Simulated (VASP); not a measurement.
Bi2Se3 (Paraguanajuatite):

```xyz
5
Lattice="2.0988 1.2117 9.6709 -2.0988 1.2117 9.6709 0.0000 -2.4234 9.6709" Properties=species:S:1:pos:R:3 pbc="T T T"
Bi    0.0000    0.0000   17.3845
Bi    0.0000    0.0000   11.6283
Se    0.0000    0.0000   22.8708
Se    0.0000    0.0000    6.1420
Se    0.0000    0.0000    0.0000
```

Base run:

- Program: VASP 6.6.1
- Functional: PBEsol
- Potentials or basis: VASP PAW PBE potentials, release 64 (Bi_d, Se)
- Cutoff: 520 eV
- k mesh: 8 × 8 × 8
- Occupations: fermi-dirac, width 0.05 eV
- Spin: no spin polarisation

Its results: band gap on the k mesh 0.17 eV, direct; pressure -2.5 GPa; largest force 0.212 eV/Å.

**Question.** The run is repeated on the same cell with these changes: functional from PBEsol to PBE. What comes out?

**Answer.** Band gap on the k mesh 0.24 eV, direct; pressure 0.1 GPa; largest force 0.122 eV/Å.

PBE binds less tightly than PBEsol, so the same cell stands under more pressure.

Caveats: spin-orbit coupling is left out, which moves the levels of the heavy elements; the PAW data sets were made with another functional, which shifts forces and pressure a little (some runs).

A k mesh can miss the band edges.
